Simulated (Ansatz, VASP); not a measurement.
One calculation of CdS, two programs

Contents of INCAR:

```
SYSTEM = CdS
ALGO = Normal
EDIFF = 1E-7
EDIFFG = -0.002
ENCUT = 600
GGA = RP
IBRION = 2
ISIF = 3
ISMEAR = 0
LASPH = .True.
LCHARG = .False.
LREAL = .False.
LWAVE = .False.
NELM = 80
NSW = 100
PREC = Accurate
SIGMA = 0.02
```

The input KPOINTS:

```
k-points
0
Gamma
  8 8 8
  0 0 0
```

File POSCAR:

```
CdS
1.0
    0.0000000000      2.9429534600      2.9429534600
    2.9429534600      0.0000000000      2.9429534600
    2.9429534600      2.9429534600      0.0000000000
Cd S
1 1
Direct
    0.0000000000      0.0000000000      0.0000000000
    0.7500000000      0.7500000000      0.7500000000
```

Input for Ansatz:

```yaml
crystal:
  lattice:
    - [0.0, 2.94295346, 2.94295346]
    - [2.94295346, 0.0, 2.94295346]
    - [2.94295346, 2.94295346, 0.0]
  atoms:
    - { symbol: Cd, position: [0.0, 0.0, 0.0] }
    - { symbol: S, position: [0.75, 0.75, 0.75] }
basis:
  ecutwfc: 420
kpoints:
  mp_grid: { grid: [8, 8, 8] }
hamiltonian:
  xc: rpbe
  pseudopotentials: { kind: paw, azcp: { folder: soft_1 } }
scf:
  occupations: { method: gaussian, width: 0.02 }
output:
  forces: true
  stress: true
  eigenvalues: true
  write_density: true
  write_potential: true
  elf: true
  volumetric_format: npy
relax:
  adjacent_minimum: "off"
  f_tol: 0.002
  max_steps: 80
  cell: { stress_tol: 0.02 }
```

Alike in both runs: task relaxation of cell and atoms; functional RPBE; k mesh 8 × 8 × 8; occupations gaussian, width 0.02 eV; no spin polarisation.

```csv
,VASP,Ansatz
version,VASP 6.6.1,Ansatz 0.2.0
potentials or method,"VASP PAW PBE potentials, release 64 (Cd, S), cutoff 600 eV","scalar-relativistic, plane waves, PAW"
valence electrons in the cell,18,26
```

```csv
,VASP,Ansatz,Ansatz less VASP
"gap on the k mesh at the Fermi level, each at its own relaxed structure (eV)",1.12,1.13,+0.009
relaxed volume (Å³/atom),27.22,27.10,-0.119
relaxed length of the cell vector where the two differ most in proportion (Å),4.254,4.248,-0.0062
```

VASP's potentials were made for PBE, not for RPBE. VASP's potentials hold 18 valence electrons a cell and Ansatz's 26, so a difference there can come from the potentials and not from the codes.
